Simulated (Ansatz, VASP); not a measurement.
## Two plane-wave programs on MgO

```
Mg O
1.0
     3.13000    0.00000    0.00000
    -1.56500    2.71066    0.00000
     0.00000    0.00000    4.91900
Mg O
2 2
Direct
  0.33333 0.66667 0.00366
  0.66667 0.33333 0.50366
  0.33333 0.66667 0.40094
  0.66667 0.33333 0.90094
```

Alike in both runs: task single point; functional PBEsol; k mesh 9 × 9 × 6; occupations gaussian, width 0.05 eV; no spin polarisation.

|  | VASP | Ansatz |
| --- | --- | --- |
| version | VASP 6.6.1 | Ansatz 0.2.0 |
| potentials or method | VASP PAW PBE potentials, release 64 (Mg, O), cutoff 520 eV | scalar-relativistic, plane waves, PAW |
| valence electrons in the cell | 16 | 32 |

```csv
,VASP,Ansatz,Ansatz less VASP
gap on the k mesh at the Fermi level (eV),4.16,4.16,-0.002
least direct gap on the mesh (eV),4.16,4.16,-0.002
pressure (GPa),20.9,20.8,-0.16
"traceless stress, the component that is largest in VASP (GPa)",-8.66,-8.46,+0.198
rms of the force components (eV/Å),0.232,0.224,-0.0071
```

VASP's potentials were made for PBE, not for PBEsol, and Ansatz warns of the same on its side. Atom by atom the forces differ by 0.007 eV/Å (rms over components). VASP's potentials hold 16 valence electrons a cell and Ansatz's 32, so a difference there can come from the potentials and not from the codes.
